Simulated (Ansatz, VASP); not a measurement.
**Bi: VASP beside Ansatz**

```
Bi
1.0
    -1.95682    1.95682    1.95682
     1.95682   -1.95682    1.95682
     1.95682    1.95682   -1.95682
Bi
1
Direct
  0.00000 0.00000 0.00000
```

Alike in both runs: functional PBEsol; k mesh 16 × 16 × 16; occupations gaussian, width 0.1 eV; no spin polarisation.

Ansatz relaxed the structure, and its values are those at the end. VASP's run is a single point on that final structure, the one shown.

|  | VASP | Ansatz |
| --- | --- | --- |
| version | VASP 6.6.1 | Ansatz 0.2.0 |
| potentials or method | VASP PAW PBE potentials, release 64 (Bi_d), cutoff 520 eV | scalar-relativistic, plane waves, PAW |
| valence electrons in the cell | 15 | 15 |

|  | VASP | Ansatz | Ansatz less VASP |
| --- | --- | --- | --- |
| gap on the k mesh at the Fermi level (eV) | none | none | - |
| pressure (GPa) | -0.1 | 0.0 | +0.07 |

VASP's potentials were made for PBE, not for PBEsol. A gap of «none» marks a metal or a gap that the smearing closes. The functional is the same, so the differences come from potentials, cutoffs and numerics.

Neither program's run includes spin-orbit coupling.
